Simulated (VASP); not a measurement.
Input of a VASP 6.6.1 run:

File INCAR:

```
PREC = Accurate
ENCUT = 520
EDIFF = 1E-6
ISMEAR = 0
SIGMA = 0.01
LREAL = Auto
LASPH = T
NELM = 150
ALGO = Normal
ISIF = 2
LWAVE = F
LCHARG = T
ISPIN = 2
MAGMOM = 0.2 0 0 0 0 0 0 0 0 0.2 0 0.2 0 0 0 0.2 0.2 0 0 0 0 0 0 0 0 0 0 0 0 0 0 0
LORBIT = 11
GGA = PE
LELF = T
LVHAR = T
NBANDS = 89
NELECT = 127.0
```

The input KPOINTS:

```
Automatic mesh
0
Gamma
  2 2 2
  0.5 0.5 0.5
```

POSCAR

```
B17P15
1.0
   -4.5481927936      4.5481927936     -4.5481927936
    4.5481927936     -4.5481927936     -4.5481927936
   -4.5481927936     -4.5481927936      4.5481927936
B P
17 15
Direct
    0.0000000000      0.2663925725      0.7500000000
    0.7508973805      0.2508973805      1.0014896737
    0.4994077069      0.2485103263      0.2494077069
    0.2491026195      0.0005922931      0.7500000000
    0.2514896737      0.2508973805      0.5008973805
    1.0000000000      1.0005922931      0.9991026195
    0.7485103263     -0.0005922931      0.2494077069
    0.5005922931      0.7491026195      0.7500000000
    0.4994077069     -0.0005922931      0.4985103263
    0.2336074275      0.7336074275      0.9836074275
    0.0000000000      0.7491026195      0.2505922931
    0.7663925725      0.5000000000      0.7500000000
    0.7508973805      0.7514896737      0.5008973805
    0.5005922931      0.5000000000      0.9991026195
    0.2491026195      0.5000000000      0.2505922931
    0.0000000000      0.5000000000      0.5163925725
    0.0000000000      0.5000000000      0.7500000000
    0.7521836237      0.5000000000     -0.0028584304
    0.5000000000      0.5000000000      0.2500000000
    0.2471415696      0.2521836237      0.7500000000
    0.2471415696      0.5000000000      0.5021836237
    0.0000000000      0.2521836237     -0.0028584304
    0.7528584304      0.2528584304      0.2550420541
    0.5000000000      0.0000000000      0.7500000000
    0.5050420541      0.2528584304      0.5028584304
    0.2478163763     -0.0050420541     -0.0021836237
    0.0000000000      0.0000000000      0.2500000000
    0.7521836237      0.7471415696      0.7500000000
    0.7528584304      0.0050420541      0.5028584304
    0.4949579459      0.7478163763     -0.0021836237
    0.2478163763      0.7478163763      0.2449579459
    0.0000000000      0.7471415696      0.5021836237
```

Potentials or basis: VASP PAW PBE potentials, release 64 (B, P).

The run is started by

```console
$ cat potpaw_PBE.64/B/POTCAR potpaw_PBE.64/P/POTCAR > POTCAR
$ mpirun -np 1 vasp_std > vasp.out
```

(1) What does it give for the largest force?

(2) What does it give for the site moments?

## Answers

(1) 0.023 eV/Å.

(2) B +0.03, +0.01, +0.07 (each value once); P +0.01, +0.00 (each value once) μB.

Caveat: the k points lie up to 0.49 Å⁻¹ apart; the cell carries a net charge on a neutralising background, which shifts energy and pressure.
